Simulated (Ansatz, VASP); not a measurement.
One calculation of Cu, two programs

The input INCAR:

```
PREC = Accurate
ENCUT = 520
EDIFF = 1E-6
ISMEAR = 0
SIGMA = 0.15
LREAL = F
LASPH = T
NELM = 60
ALGO = Fast
ISIF = 2
LWAVE = F
LCHARG = F
GGA = PS
NBANDS = 30
```

File KPOINTS:

```
Automatic mesh
0
Gamma
  24 24 8
```

The input POSCAR:

```
Cu
1.0
    2.6600685314      0.0000000000      0.0000000000
   -1.3300342657      2.3036869240      0.0000000000
    0.0000000000      0.0000000000      7.3896350451
Cu
4
Direct
    0.0000000000      0.0000000000      0.0000000000
    0.3333333333      0.6666666667      0.2500000000
    0.0000000000      0.0000000000      0.5000000000
    0.6666666667      0.3333333333      0.7500000000
```

Input for Ansatz:

```yaml
crystal:
  lattice:
    - [2.6600685314, 0.0, 0.0]
    - [-1.3300342657, 2.303686924, 0.0]
    - [0.0, 0.0, 7.3896350451]
  atoms:
    - { symbol: Cu, position: [0.0, 0.0, 0.0] }
    - { symbol: Cu, position: [0.3333333333, 0.6666666667, 0.25] }
    - { symbol: Cu, position: [0.0, 0.0, 0.5] }
    - { symbol: Cu, position: [0.6666666667, 0.3333333333, 0.75] }
basis:
  ecutwfc: 420
kpoints:
  mp_grid: { grid: [24, 24, 8] }
hamiltonian:
  xc: pbesol
scf:
  occupations: { method: gaussian, width: 0.15 }
output:
  forces: true
  stress: true
  eigenvalues: true
```

Alike in both runs: task single point; functional PBEsol; k mesh 24 × 24 × 8; occupations gaussian, width 0.15 eV; no spin polarisation.

```csv
,VASP,Ansatz
version,VASP 6.6.1,Ansatz 0.2.0
potentials or method,"VASP PAW PBE potentials, release 64 (Cu), cutoff 520 eV","scalar-relativistic, plane waves, PAW"
valence electrons in the cell,44,76
```

```tsv
	VASP	Ansatz	Ansatz less VASP
gap on the k mesh at the Fermi level (eV)	none	none	-
pressure (GPa)	5.2	4.3	-0.90
traceless stress, the component that is largest in VASP (GPa)	15.98	16.06	+0.079
```

VASP's potentials were made for PBE, not for PBEsol. A gap of «none» marks a metal or a gap that the smearing closes. VASP's potentials hold 44 valence electrons a cell and Ansatz's 76, so a difference there can come from the potentials and not from the codes.
